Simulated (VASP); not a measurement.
Runs of VASP 6.6.1 on O. The structure is that of space group Fd-3m (No. 227), or close to it. The cells are those of the table. 

```tsv
task	level	potentials or basis	cell	cutoff (eV)	gap on the mesh (eV)	pressure (GPa)	relaxed volume (Å³/atom)
single point	PBEsol	VASP PAW PBE potentials, release 64 (O)	a = 3.068 Å, angles 60.0°, 2 atoms	520	none	(a)	-
relaxation of cell and atoms	LDA	VASP PAW LDA potentials, release 64 (O)	relaxed from a = 3.070 Å, angles 60.0°, 2 atoms	600	none	0.0	9.86
single point	BLYP+D3(BJ)	VASP PAW PBE potentials, release 64 (O)	a = 3.143 Å, angles 60.0°, 2 atoms	520	none	(b)	-
single point	LDA	VASP PAW LDA potentials, release 64 (O)	a = 3.034 Å, angles 60.0°, 2 atoms	520	none	0.1	-
relaxation of cell and atoms	PBEsol	VASP PAW PBE potentials, release 64 (O)	relaxed from a = 3.070 Å, angles 60.0°, 2 atoms	600	none	0.1	10.19
relaxation of cell and atoms	BLYP+D3(BJ)	VASP PAW PBE potentials, release 64 (O)	relaxed from a = 3.070 Å, angles 60.0°, 2 atoms	600	none	0.0	10.98
```

Alike in all rows: no spin polarisation; k mesh 8 × 8 × 8; smearing fermi-dirac 0.1 eV.

Problem. Estimate the missing entries.

Solution. (a) -0.1; (b) -0.2.

Caveats: the PAW data sets were made with another functional, which shifts forces and pressure a little (some runs); pairwise dispersion overbinds metals, which lowers pressure and volume (some runs).

A gap of «none» marks levels without a gap at the run's occupations.
